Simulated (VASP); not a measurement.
# MgSe (Fm-3m) in VASP: notebook

The runs below take MgSe through single point, with PBE.

Program: VASP 6.6.1. These are calculated values, not measurements. Logs are shortened: lines on timing, memory, paths and dates and some standing lists are left out, and cuts for length are marked.

## Step 1: The cell of the first run

It takes space group Fm-3m (No. 225, cubic). The conventional cell has a = 5.509 Å, b = 5.509 Å, c = 5.509 Å, α = 90.00°, β = 90.00°, γ = 90.00°. Mg (site symmetry m-3m) has 6 Se at 2.75 Å within 3.6 Å. Within 3.6 Å of Se (site symmetry m-3m) lie 6 Mg at 2.75 Å.

## Step 2: Single point, PBE

INCAR

```
SYSTEM = MgSe
PREC = Accurate ; ENCUT = 600
EDIFF = 1E-6 ; ISMEAR = -1
SIGMA = 0.1 ; LREAL = .False.
LASPH = .True. ; NELM = 120
ALGO = Normal ; ISIF = 2
LWAVE = .False. ; LCHARG = .True.
GGA = PE ; LELF = .True.
LVHAR = .True. ; NBANDS = 11
GGA_COMPAT = .False.
```

KPOINTS

```
Automatic mesh
0
Gamma
  6 6 6
  0 0 0
```

POSCAR

```
MgSe
1.0
    0.0000000000      2.7546914563      2.7546914563
    2.7546914563      0.0000000000      2.7546914563
    2.7546914563      2.7546914563      0.0000000000
Mg Se
1 1
Direct
    0.0000000000      0.0000000000      0.0000000000
    0.5000000000      0.5000000000      0.5000000000
```

Potentials or basis: VASP PAW PBE potentials, release 64 (Mg, Se).

Started as:

```bash
> cat potpaw_PBE.64/Mg/POTCAR potpaw_PBE.64/Se/POTCAR > POTCAR
> mpirun -np 1 vasp_std > vasp.out
```

OUTCAR:

```text
SYSTEM = MgSe
   PREC = Accurate
   ENCUT = 600
   EDIFF = 1E-6
   ISMEAR = -1
   LREAL = .False.
   LASPH = .True.
   NELM = 120
   ISIF = 2
   GGA = PE

 ion  position               nearest neighbor table
   1  0.000  0.000  0.000-   2 2.75   2 2.75   2 2.75   2 2.75   2 2.75   2 2.75
   2  0.500  0.500  0.500-   1 2.75   1 2.75   1 2.75   1 2.75   1 2.75   1 2.75

  LATTYP: Found a face centered cubic cell.
 ALAT       =     5.5093829126

  Lattice vectors:

 A1 = (   0.0000000000,   2.7546914563,   2.7546914563)
 A2 = (   2.7546914563,   0.0000000000,   2.7546914563)
 A3 = (   2.7546914563,   2.7546914563,   0.0000000000)

Analysis of symmetry for initial positions (statically):
=====================================================================
 Subroutine PRICEL returns:
 Original cell was already a primitive cell.

 Routine SETGRP: Setting up the symmetry group for a
 face centered cubic supercell.

 Subroutine GETGRP returns: Found 48 space group operations
 (whereof 48 operations were pure point group operations)
 out of a pool of 48 trial point group operations.

The static configuration has the point symmetry O_h .

Analysis of symmetry for dynamics (positions and initial velocities):
=====================================================================
 Subroutine PRICEL returns:
 Original cell was already a primitive cell.

 Routine SETGRP: Setting up the symmetry group for a
 face centered cubic supercell.

 Subroutine GETGRP returns: Found 48 space group operations
 (whereof 48 operations were pure point group operations)
 out of a pool of 48 trial point group operations.

The dynamic configuration has the point symmetry O_h .

 Subroutine INISYM returns: Found 48 space group operations
 (whereof 48 operations are pure point group operations),
 and found     1 'primitive' translations

----------------------------------------------------------------------------------------

                                     Primitive cell

  volume of cell :      41.8070

  direct lattice vectors                    reciprocal lattice vectors
     0.000000000  2.754691456  2.754691456    -0.181508531  0.181508531  0.181508531
     2.754691456  0.000000000  2.754691456     0.181508531 -0.181508531  0.181508531
     2.754691456  2.754691456  0.000000000     0.181508531  0.181508531 -0.181508531

  length of vectors
     3.895722018  3.895722018  3.895722018     0.314381998  0.314381998  0.314381998

  position of ions in fractional coordinates (direct lattice)
     0.000000000  0.000000000  0.000000000
     0.500000000  0.500000000  0.500000000

  ion indices of the primitive-cell ions
   primitive index   ion index
                 1           1
                 2           2

----------------------------------------------------------------------------------------

 KPOINTS: Automatic mesh

Automatic generation of k-mesh.
 Grid dimensions read from file:
 generate k-points for:    6    6    6

 Generating k-lattice:

  Cartesian coordinates                     Fractional coordinates (reciprocal lattice)
    -0.030251422  0.030251422  0.030251422     0.166666667  0.000000000  0.000000000
     0.030251422 -0.030251422  0.030251422     0.000000000  0.166666667  0.000000000
     0.030251422  0.030251422 -0.030251422     0.000000000  0.000000000  0.166666667

  Length of vectors
     0.052397000  0.052397000  0.052397000

  Shift w.r.t. Gamma in fractional coordinates (k-lattice)
     0.000000000  0.000000000  0.000000000

 Subroutine IBZKPT returns following result:
 ===========================================

 Found     16 irreducible k-points:

 Following reciprocal coordinates:
            Coordinates               Weight
  0.000000  0.000000  0.000000      1.000000
  0.166667  0.000000  0.000000      8.000000
  0.333333  0.000000  0.000000      8.000000
  0.500000  0.000000  0.000000      4.000000
  0.166667  0.166667  0.000000      6.000000
  0.333333  0.166667  0.000000     24.000000
[... 8 lines left out ...]
 -0.333333  0.333333  0.166667     24.000000
 -0.333333  0.500000  0.166667     12.000000
   k-points           NKPTS =     16   k-points in BZ     NKDIM =     16   number of bands    NBANDS=     11
   number of dos      NEDOS =    301   number of ions     NIONS =      2
   total plane-waves  NPLWV =  32768
   dimension x,y,z NGX =    32 NGY =   32 NGZ =   32
   dimension x,y,z NGXF=    64 NGYF=   64 NGZF=   64
   ions per type =               1   1
   NGX,Y,Z   is equivalent  to a cutoff of  13.66, 13.66, 13.66 a.u.
   NGXF,Y,Z  is equivalent  to a cutoff of  27.31, 27.31, 27.31 a.u.
 SYSTEM =  MgSe
   PREC   = accura    normal or accurate (medium, high low for compatibility)
   ISTART =      0    job   : 0-new  1-cont  2-samecut
   ICHARG =      2    charge: 1-file 2-atom 10-const
   ISPIN  =      1    spin polarized calculation?
   LNONCOLLINEAR =      F non collinear calculations
   LSORBIT =      F    spin-orbit coupling
   LASPH  =      T    aspherical Exc in radial PAW
   ENCUT  =  600.0 eV  44.10 Ry    6.64 a.u.   7.78  7.78  7.78*2*pi/ulx,y,z
   NELM   =    120;   NELMIN=  2; NELMDL= -5     # of ELM steps
   EDIFF  = 0.1E-05   stopping-criterion for ELM
   LREAL  =      F    real-space projection
   EDIFFG = 0.1E-04   stopping-criterion for IOM
   NSW    =      0    number of steps for IOM
   IBRION =     -1    ionic relax: 0-MD 1-quasi-New 2-CG
   NFREE  =      0    steps in history (QN), initial steepest desc. (CG)
   ISIF   =      2    stress and relaxation
   ISYM   =      2    0-nonsym 1-usesym 2-fastsym
   POTIM  = 0.5000    time-step for ionic-motion
   TEBEG  =    0.0;   TEEND  =   0.0 temperature during run
   PSTRESS=    0.0 pullay stress
   NELECT =       8.0000    total number of electrons
   NUPDOWN=      -1.0000    fix difference up-down
   EMIN   =  10.00;   EMAX   =-10.00  energy-range for DOS
   EFERMI =   0.00;   METHOD = LEGACY
   ISMEAR =    -1;   SIGMA  =   0.10  broadening in eV -4-tet -1-fermi 0-gaus
   EFERMI_NEDOS =   21; number of points for ismear=-14 and -15
   IALGO  =     38    algorithm
   IMIX   =      4    mixing-type and parameters
     AMIX     =   0.40;   BMIX     =  1.00
     AMIX_MAG =   1.60;   BMIX_MAG =  1.00
  volume/ion in A,a.u.               =      20.90       141.06
  Fermi-wavevector in a.u.,A,eV,Ry     =   0.943384  1.782737 12.108824  0.889973
  Thomas-Fermi vector in A             =   2.071086
   LORBIT       =      0    0 simple, 1 ext, 2 COOP (PROOUT), +10 PAW based schemes
   GGA     = PE    functional components
   LHFCALC =     F    Hartree Fock is set to
   AEXX    =    0.0000 exact exchange contribution
   IVDW    =     0    specifies the selected vdW correction
   LEPSILON=     F    determine dielectric tensor
   LRPA    =     F    only Hartree local field effects (RPA)
 non-spin polarized calculation
  energy-cutoff  :      600.00
  volume of cell :       41.81
 maximum number of plane-waves:      1411
   NGX = 15   NGY = 15   NGZ = 15

 number of electron       8.0000001 magnetization

 Free energy of the ion-electron system (eV)
  ---------------------------------------------------
  ext. energy  EPLUGINS =         0.00000000
  ---------------------------------------------------
  free energy    TOTEN  =        -7.48580903 eV

  energy without entropy =       -7.48579312  energy(sigma->0) =       -7.48580108

 E-fermi :   3.8910     XC(G=0):  -9.3599

 val. band max:        2.9658440952   @ k =   0.0000   0.0000   0.0000
 cond. band min:       4.7102624677   @ k =   0.5000   0.5000   0.0000
 fundamental gap:      1.7444183725
 Fermi energy:         3.8910163079

 k-point     1 :       0.0000    0.0000    0.0000
  band No.  band energies     occupation
      1      -9.8045      2.00000
      2       2.9658      1.99981
      3       2.9658      1.99981
      4       2.9658      1.99981
      5       5.3507      0.00000
      6      10.3852      0.00000
      7      10.3852      0.00000
      8      10.3852      0.00000
      9      12.8748      0.00000
     10      12.8748      0.00000
     11      13.9030      0.00000

 k-point     2 :       0.1667    0.0000    0.0000
  band No.  band energies     occupation
      1      -9.5860      2.00000
      2       1.1757      2.00000
      3       2.8085      1.99996
      4       2.8085      1.99996
      5       6.6800      0.00000
      6      10.0512      0.00000
      7      10.5230      0.00000
      8      10.5230      0.00000
      9      11.7968      0.00000
     10      11.7968      0.00000
     11      13.2895      0.00000

 k-point     3 :       0.3333    0.0000    0.0000
  band No.  band energies     occupation
      1      -9.0717      2.00000
      2      -0.9279      2.00000
      3       2.5377      2.00000
      4       2.5377      2.00000
      5       6.9133      0.00000
      6       9.4659      0.00000
      7       9.4659      0.00000
      8      11.2710      0.00000
      9      12.7928      0.00000
     10      13.6645      0.00000
     11      13.6645      0.00000

 k-point     4 :       0.5000    0.0000    0.0000
  band No.  band energies     occupation
      1      -8.7570      2.00000
      2      -1.8150      2.00000
      3       2.4190      2.00000
      4       2.4190      2.00000
      5       6.7515      0.00000
      6       9.0207      0.00000
      7       9.0207      0.00000
      8      11.3392      0.00000
      9      14.1953      0.00000
     10      16.6914      0.00000
     11      16.6915      0.00000

 k-point     5 :       0.1667    0.1667    0.0000
  band No.  band energies     occupation
      1      -9.5150      2.00000
      2       1.2604      2.00000
      3       2.4197      2.00000
      4       2.4197      2.00000
      5       7.2383      0.00000
      6       8.9663      0.00000
      7       9.8114      0.00000
      8      11.4535      0.00000
      9      11.4535      0.00000
     10      13.3219      0.00000
     11      14.9166      0.00000
[... 99 lines left out ...]
 k-point    13 :       0.5000    0.5000    0.0000
  band No.  band energies     occupation
      1      -8.4574      2.00000
      2      -1.1310      2.00000
      3       1.2550      2.00000
      4       1.2550      2.00000
      5       4.7103      0.00055
      6       7.0139      0.00000
      7      14.4050      0.00000
      8      14.8524      0.00000
      9      14.8524      0.00000
     10      15.4647      0.00000
     11      18.6856      0.00000

 k-point    14 :       0.5000    0.3333    0.1667
  band No.  band energies     occupation
      1      -8.7262      2.00000
      2      -0.7513      2.00000
      3       0.7800      2.00000
      4       1.7159      2.00000
      5       7.2642      0.00000
      6       9.1673      0.00000
      7       9.3844      0.00000
      8      11.9678      0.00000
      9      13.6639      0.00000
     10      16.1549      0.00000
     11      17.0630      0.00000

 k-point    15 :      -0.3333    0.3333    0.1667
  band No.  band energies     occupation
      1      -8.5147      2.00000
      2      -0.9363      2.00000
      3       0.2769      2.00000
      4       1.3423      2.00000
      5       7.4201      0.00000
      6       8.8795      0.00000
      7      11.1699      0.00000
      8      11.1844      0.00000
      9      13.8360      0.00000
     10      15.2560      0.00000
     11      17.9940      0.00000

 k-point    16 :      -0.3333    0.5000    0.1667
  band No.  band energies     occupation
      1      -8.4337      2.00000
      2      -0.7105      2.00000
      3       0.4018      2.00000
      4       0.6562      2.00000
      5       6.4538      0.00000
      6       8.7852      0.00000
      7      11.0099      0.00000
      8      12.3161      0.00000
      9      15.2677      0.00000
     10      16.5832      0.00000
     11      17.3223      0.00000

------------------------ aborting loop because EDIFF is reached ----------------------------------------

  FORCE on cell =-STRESS in cart. coord.  units (eV):
  Direction    XX          YY          ZZ          XY          YZ          ZX
  --------------------------------------------------------------------------------------
  -------------------------------------------------------------------------------------
  Total       -0.0344809     -0.0344809     -0.0344809      0.0000000      0.0000000     -0.0000000
  in kB       -1.3214173     -1.3214173     -1.3214173      0.0000000      0.0000000     -0.0000000
  external PRESSURE =      -1.3214173 kB  Pullay stress =       0.0000000 kB

 VOLUME and BASIS-vectors are now :
 -----------------------------------------------------------------------------
  energy-cutoff  :      600.00
  volume of cell :       41.81
      direct lattice vectors                 reciprocal lattice vectors
     0.000000000  2.754691456  2.754691456    -0.181508531  0.181508531  0.181508531
     2.754691456  0.000000000  2.754691456     0.181508531 -0.181508531  0.181508531
     2.754691456  2.754691456  0.000000000     0.181508531  0.181508531 -0.181508531

 POSITION                                       TOTAL-FORCE (eV/Angst)
 -----------------------------------------------------------------------------------
      0.00000      0.00000      0.00000        -0.000000      0.000000     -0.000000
      2.75469      2.75469      2.75469         0.000000     -0.000000      0.000000
 -----------------------------------------------------------------------------------
    total drift:                               -0.000000     -0.000000      0.000000

  FREE ENERGIE OF THE ION-ELECTRON SYSTEM (eV)
  ---------------------------------------------------
  free  energy   TOTEN  =        -7.4858090314 eV

  energy  without entropy=       -7.4857931201  energy(sigma->0) =       -7.48580108
```

It took 17 s on 1 thread of Intel Xeon Platinum 8375C at 2.90GHz (Ice Lake), shared host; peak memory 0.17 GiB.

What came out:

```
Free energy            : -7.4858 eV
Pressure               : -0.1 GPa
Band gap on the k mesh : 1.74 eV, indirect (least direct gap 2.38 eV)
```

Levels at points of the mesh, in eV from the valence-band top:
```tsv
k point	band 2	band 3	band 4	band 5	band 6	band 7
(0.00, 0.00, 0.00)	0.00	0.00	0.00	2.38	7.42	7.42
(0.50, 0.00, 0.00)	-4.78	-0.55	-0.55	3.79	6.05	6.05
(0.50, 0.50, 0.00)	-4.10	-1.71	-1.71	1.74	4.05	11.44
```

A k mesh can miss the band edges. As with any semilocal functional, this PBE gap is likely too small.

[end of part 1 of 2]
